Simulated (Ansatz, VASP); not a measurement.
One calculation of SrAl2Te3, two programs

```
Sr Al Te
1.0
     7.50222    0.00000    0.00000
    -3.75111    6.49711    0.00000
     0.00000    0.00000    3.80111
Sr Al Te
1 2 3
Direct
  0.00000 0.00000 0.00000
  0.33333 0.66667 0.00000
  0.66667 0.33333 0.00000
  0.50000 0.00000 0.50000
  0.50000 0.50000 0.50000
  0.00000 0.50000 0.50000
```

Alike in both runs: functional PBE; k mesh 6 × 6 × 10; occupations gaussian, width 0.1 eV; no spin polarisation.

Ansatz relaxed the structure, and its values are those at the end. VASP's run is a single point on that final structure, the one shown.

|  | VASP | Ansatz |
| --- | --- | --- |
| version | VASP 6.6.1 | Ansatz 0.2.0 |
| potentials or method | VASP PAW PBE potentials, release 64 (Sr_sv, Al, Te), cutoff 520 eV | scalar-relativistic, plane waves, PAW |
| valence electrons in the cell | 34 | 64 |

Ansatz gave:

* gap on the k mesh at the Fermi level (eV): none
* pressure (GPa): 0.0

Q: Which values does VASP return?

A: gap on the k mesh at the Fermi level (eV): none; pressure (GPa): 0.1.

A gap of «none» marks a metal or a gap that the smearing closes. The functional is the same, so the differences come from potentials, cutoffs and numerics. VASP's potentials hold 34 valence electrons a cell and Ansatz's 64, so a difference there can come from the potentials and not from the codes.

Neither program's run includes spin-orbit coupling.
